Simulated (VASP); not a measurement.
# C (P4/mmm) in VASP: single point with PBE

Aim: the single point of C with PBE.

Everything below comes from runs of VASP 6.6.1. Logs are shortened: lines on timing, memory, paths and dates and some standing lists are left out, and cuts for length are marked.

### Step 1. The cell of the first run

It takes space group P4/mmm (No. 123, tetragonal). Conventional cell: a = 1.673 Å, b = 1.673 Å, c = 2.246 Å, α = 90.00°, β = 90.00°, γ = 90.00°. C (site symmetry 4/mmm) has 4 C at 1.67 Å within 2.2 Å.

### Step 2. Single point, PBE, collinear spin, ferromagnetic start

The input, INCAR:

```
PREC = Accurate ; ENCUT = 520
EDIFF = 1E-7 ; ISMEAR = 0
SIGMA = 0.1 ; LREAL = F
LASPH = T ; NELM = 150
ALGO = Normal ; ISIF = 2
LWAVE = F ; LCHARG = T
ISPIN = 2 ; MAGMOM = 1
LORBIT = 11 ; GGA = PE
LELF = T ; LVHAR = T
NBANDS = 12
```

The input, KPOINTS:

```
Automatic mesh
0
Gamma
  10 10 8
```

The input, POSCAR:

```
C
1.0
    1.6731649250      0.0000000000      0.0000000000
    0.0000000000      1.6731649250      0.0000000000
    0.0000000000      0.0000000000      2.2460839126
C
1
Direct
    0.5000000000      0.5000000000      0.0000000000
```

Potentials or basis: VASP PAW PBE potentials, release 64 (C).

Launch:

```bash
$ cat potpaw_PBE.64/C/POTCAR > POTCAR
$ mpirun -np 1 vasp_std > vasp.out
```

OUTCAR:

```text
PREC = Accurate
   ENCUT = 520
   EDIFF = 1E-7
   ISMEAR = 0
   LREAL = F
   LASPH = T
   NELM = 150
   ISIF = 2
   ISPIN = 2
   LORBIT = 11
   GGA = PE

 ion  position               nearest neighbor table
   1  0.500  0.500  0.000-

  LATTYP: Found a simple tetragonal cell.
 ALAT       =     1.6731649250
 C/A-ratio  =     1.3424163267

  Lattice vectors:

 A1 = (   1.6731649250,   0.0000000000,   0.0000000000)
 A2 = (   0.0000000000,   1.6731649250,   0.0000000000)
 A3 = (   0.0000000000,   0.0000000000,   2.2460839126)

Analysis of symmetry for initial positions (statically):
=====================================================================
 Subroutine PRICEL returns:
 Original cell was already a primitive cell.

 Routine SETGRP: Setting up the symmetry group for a
 simple tetragonal supercell.

 Subroutine GETGRP returns: Found 16 space group operations
 (whereof 16 operations were pure point group operations)
 out of a pool of 16 trial point group operations.

The static configuration has the point symmetry D_4h.

Analysis of symmetry for dynamics (positions and initial velocities):
=====================================================================
 Subroutine PRICEL returns:
 Original cell was already a primitive cell.

 Routine SETGRP: Setting up the symmetry group for a
 simple tetragonal supercell.

 Subroutine GETGRP returns: Found 16 space group operations
 (whereof 16 operations were pure point group operations)
 out of a pool of 16 trial point group operations.

The dynamic configuration has the point symmetry D_4h.

Analysis of structural, dynamic, and magnetic symmetry:
=====================================================================
 Subroutine PRICEL returns:
 Original cell was already a primitive cell.

 Routine SETGRP: Setting up the symmetry group for a
 simple tetragonal supercell.

 Subroutine GETGRP returns: Found 16 space group operations
 (whereof 16 operations were pure point group operations)
 out of a pool of 16 trial point group operations.

The overall configuration has the point symmetry D_4h.

 Subroutine INISYM returns: Found 16 space group operations
 (whereof 16 operations are pure point group operations),
 and found     1 'primitive' translations

----------------------------------------------------------------------------------------

                                     Primitive cell

  volume of cell :       6.2879

  direct lattice vectors                    reciprocal lattice vectors
     1.673164925  0.000000000  0.000000000     0.597669713  0.000000000  0.000000000
     0.000000000  1.673164925  0.000000000     0.000000000  0.597669713  0.000000000
     0.000000000  0.000000000  2.246083913     0.000000000  0.000000000  0.445219341

  length of vectors
     1.673164925  1.673164925  2.246083913     0.597669713  0.597669713  0.445219341

  position of ions in fractional coordinates (direct lattice)
     0.500000000  0.500000000  0.000000000

  ion indices of the primitive-cell ions
   primitive index   ion index
                 1           1

----------------------------------------------------------------------------------------

 KPOINTS: Automatic mesh

Automatic generation of k-mesh.
 Grid dimensions read from file:
 generate k-points for:   10   10    8

 Generating k-lattice:

  Cartesian coordinates                     Fractional coordinates (reciprocal lattice)
     0.059766971  0.000000000  0.000000000     0.100000000  0.000000000  0.000000000
     0.000000000  0.059766971  0.000000000     0.000000000  0.100000000  0.000000000
     0.000000000  0.000000000  0.055652418     0.000000000  0.000000000  0.125000000

  Length of vectors
     0.059766971  0.059766971  0.055652418

  Shift w.r.t. Gamma in fractional coordinates (k-lattice)
     0.000000000  0.000000000  0.000000000

 Subroutine IBZKPT returns following result:
 ===========================================

 Found    105 irreducible k-points:

 Following reciprocal coordinates:
            Coordinates               Weight
  0.000000  0.000000  0.000000      1.000000
  0.100000  0.000000  0.000000      4.000000
  0.200000  0.000000  0.000000      4.000000
  0.300000  0.000000  0.000000      4.000000
  0.400000  0.000000  0.000000      4.000000
  0.500000  0.000000  0.000000      2.000000
[... 16 lines left out ...]
  0.100000  0.000000  0.125000      8.000000
  0.200000  0.000000  0.125000      8.000000
 [... further k-points ...]
   k-points           NKPTS =    105   k-points in BZ     NKDIM =    105   number of bands    NBANDS=     12
   number of dos      NEDOS =    301   number of ions     NIONS =      1
   total plane-waves  NPLWV =   2592
   dimension x,y,z NGX =    12 NGY =   12 NGZ =   18
   dimension x,y,z NGXF=    24 NGYF=   24 NGZF=   36
   ions per type =               1
   NGX,Y,Z   is equivalent  to a cutoff of  11.92, 11.92, 13.32 a.u.
   NGXF,Y,Z  is equivalent  to a cutoff of  23.85, 23.85, 26.65 a.u.
 SYSTEM =  unknown system
   PREC   = accura    normal or accurate (medium, high low for compatibility)
   ISTART =      0    job   : 0-new  1-cont  2-samecut
   ICHARG =      2    charge: 1-file 2-atom 10-const
   ISPIN  =      2    spin polarized calculation?
   LNONCOLLINEAR =      F non collinear calculations
   LSORBIT =      F    spin-orbit coupling
   LASPH  =      T    aspherical Exc in radial PAW
   ENCUT  =  520.0 eV  38.22 Ry    6.18 a.u.   3.11  3.11  4.18*2*pi/ulx,y,z
   NELM   =    150;   NELMIN=  2; NELMDL= -5     # of ELM steps
   EDIFF  = 0.1E-06   stopping-criterion for ELM
   LREAL  =      F    real-space projection
   EDIFFG = 0.1E-05   stopping-criterion for IOM
   NSW    =      0    number of steps for IOM
   IBRION =     -1    ionic relax: 0-MD 1-quasi-New 2-CG
   NFREE  =      0    steps in history (QN), initial steepest desc. (CG)
   ISIF   =      2    stress and relaxation
   ISYM   =      2    0-nonsym 1-usesym 2-fastsym
   POTIM  = 0.5000    time-step for ionic-motion
   TEBEG  =    0.0;   TEEND  =   0.0 temperature during run
   PSTRESS=    0.0 pullay stress
   NELECT =       4.0000    total number of electrons
   NUPDOWN=      -1.0000    fix difference up-down
   EMIN   =  10.00;   EMAX   =-10.00  energy-range for DOS
   EFERMI =   0.00;   METHOD = LEGACY
   ISMEAR =     0;   SIGMA  =   0.10  broadening in eV -4-tet -1-fermi 0-gaus
   EFERMI_NEDOS =   21; number of points for ismear=-14 and -15
   IALGO  =     38    algorithm
   IMIX   =      4    mixing-type and parameters
     AMIX     =   0.40;   BMIX     =  1.00
     AMIX_MAG =   1.60;   BMIX_MAG =  1.00
  volume/ion in A,a.u.               =       6.29        42.43
  Fermi-wavevector in a.u.,A,eV,Ry     =   1.407971  2.660679 26.971944  1.982382
  Thomas-Fermi vector in A             =   2.530176
   LORBIT       =     11    0 simple, 1 ext, 2 COOP (PROOUT), +10 PAW based schemes
   GGA     = PE    functional components
   LHFCALC =     F    Hartree Fock is set to
   AEXX    =    0.0000 exact exchange contribution
   IVDW    =     0    specifies the selected vdW correction
   LEPSILON=     F    determine dielectric tensor
   LRPA    =     F    only Hartree local field effects (RPA)
 spin polarized calculation
 Gauss-broadening in eV      SIGMA  =   0.10
  energy-cutoff  :      520.00
  volume of cell :        6.29
 maximum number of plane-waves:       184
   NGX =  7   NGY =  7   NGZ =  9

 number of electron       4.0000001 magnetization      -0.0002112

 number of electron       4.0000001 magnetization       0.0000223

 Free energy of the ion-electron system (eV)
  ---------------------------------------------------
  ext. energy  EPLUGINS =         0.00000000
  ---------------------------------------------------
  free energy    TOTEN  =        -6.48777283 eV

  energy without entropy =       -6.48486031  energy(sigma->0) =       -6.48631657

 E-fermi :   8.6841     XC(G=0): -13.0918

 val. band max:        8.6482708762   @ k =   0.3000   0.1000   0.0000
 cond. band min:       8.6858586859   @ k =   0.2000   0.1000   0.1250
 fundamental gap:      0.0375878098
 Fermi energy:         8.6840571165

 spin component 1

 k-point     1 :       0.0000    0.0000    0.0000
  band No.  band energies     occupation
      1     -11.9029      1.00000
      2       8.7725      0.10540
      3      21.8650      0.00000
      4      22.2846      0.00000
      5      22.2846      0.00000
      6      39.9575      0.00000
      7      45.9490      0.00000
      8      55.5191      0.00000
      9      65.6265      0.00000
     10      65.6265      0.00000
     11      68.9107      0.00000
     12      68.9107      0.00000
[... 331 lines left out ...]
 k-point    24 :       0.2000    0.0000    0.1250
  band No.  band energies     occupation
      1      -9.8569      1.00000
      2       8.2756      1.00000
      3      14.3550      0.00000
      4      23.4981      0.00000
      5      26.2871      0.00000
      6      41.8842      0.00000
      7      46.2677      0.00000
      8      49.8547      0.00000
      9      60.0268      0.00000
     10      62.4522      0.00000
     11      67.2079      0.00000
     12      69.4367      0.00000

 [... further k-points ...]

 spin component 2

 k-point     1 :       0.0000    0.0000    0.0000
  band No.  band energies     occupation
      1     -11.9029      1.00000
      2       8.7726      0.10519
      3      21.8651      0.00000
      4      22.2847      0.00000
      5      22.2847      0.00000
      6      39.9576      0.00000
      7      45.9491      0.00000
      8      55.5192      0.00000
      9      65.6265      0.00000
     10      65.6265      0.00000
     11      68.9108      0.00000
     12      68.9108      0.00000
[... 331 lines left out ...]
 k-point    24 :       0.2000    0.0000    0.1250
  band No.  band energies     occupation
      1      -9.8569      1.00000
      2       8.2757      1.00000
      3      14.3550      0.00000
      4      23.4981      0.00000
      5      26.2871      0.00000
      6      41.8842      0.00000
      7      46.2678      0.00000
      8      49.8548      0.00000
      9      60.0269      0.00000
     10      62.4523      0.00000
     11      67.2080      0.00000
     12      69.4367      0.00000

 [... further k-points ...]
[... 5 lines left out ...]
  --------------------------------------------------------------------------------------
  -------------------------------------------------------------------------------------
  Total       -0.4244110     -0.4244110      0.0616423      0.0000000      0.0000000      0.0000000
  in kB     -108.1418278   -108.1418278     15.7067370      0.0000000      0.0000000      0.0000000
  external PRESSURE =     -66.8589729 kB  Pullay stress =       0.0000000 kB

 VOLUME and BASIS-vectors are now :
 -----------------------------------------------------------------------------
  energy-cutoff  :      520.00
  volume of cell :        6.29
      direct lattice vectors                 reciprocal lattice vectors
     1.673164925  0.000000000  0.000000000     0.597669713  0.000000000  0.000000000
     0.000000000  1.673164925  0.000000000     0.000000000  0.597669713  0.000000000
     0.000000000  0.000000000  2.246083913     0.000000000  0.000000000  0.445219341

 POSITION                                       TOTAL-FORCE (eV/Angst)
 -----------------------------------------------------------------------------------
      0.83658      0.83658      0.00000         0.000000      0.000000      0.000000
 -----------------------------------------------------------------------------------
    total drift:                                0.000000     -0.000000     -0.000000

  FREE ENERGIE OF THE ION-ELECTRON SYSTEM (eV)
  ---------------------------------------------------
  free  energy   TOTEN  =        -6.4877728297 eV

  energy  without entropy=       -6.4848603062  energy(sigma->0) =       -6.48631657

 total charge

# of ion       s       p       d       tot
------------------------------------------
    1        0.890   1.412   0.000   2.302

 magnetization (x)

# of ion       s       p       d       tot
------------------------------------------
    1       -0.000   0.000   0.000   0.000
```

It used 11 s of CPU time on 1 thread of AMD EPYC 7R13 Processor (Zen 3), with other jobs on the host.

Results:

```
Free energy                                           : -6.4878 eV
Pressure                                              : -6.7 GPa
Band gap on the k mesh                                : zero (filled and empty bands overlap)
Net moment                                            : 0.00 μB per cell
Valence electrons inside the program's atomic spheres : C 2.30
```

Levels at points of the mesh, in eV from the Fermi level:
Spin up:
```
           k point  band 1  band 2  band 3  band 4  band 5
(0.00, 0.00, 0.00)  -20.59    0.09   13.18   13.60   13.60
(0.50, 0.00, 0.00)  -10.91   -9.05    5.94   17.38   22.89
(0.50, 0.50, 0.00)   -3.86   -3.86    3.48   10.65   11.38
(0.00, 0.00, 0.50)  -16.95  -10.68   14.31   14.31   27.41
(0.50, 0.00, 0.50)   -8.91   -5.31   -2.24    8.63   17.85
(0.50, 0.50, 0.50)   -2.47   -2.47    4.63    7.93   15.31
```
Spin down:
```tsv
k point	band 1	band 2	band 3	band 4	band 5
(0.00, 0.00, 0.00)	-20.59	0.09	13.18	13.60	13.60
(0.50, 0.00, 0.00)	-10.91	-9.05	5.94	17.38	22.89
(0.50, 0.50, 0.00)	-3.86	-3.86	3.48	10.65	11.38
(0.00, 0.00, 0.50)	-16.95	-10.68	14.31	14.31	27.41
(0.50, 0.00, 0.50)	-8.91	-5.31	-2.24	8.63	17.85
(0.50, 0.50, 0.50)	-2.47	-2.47	4.63	7.93	15.31
```

Caveat: the k points lie up to 0.38 Å⁻¹ apart.
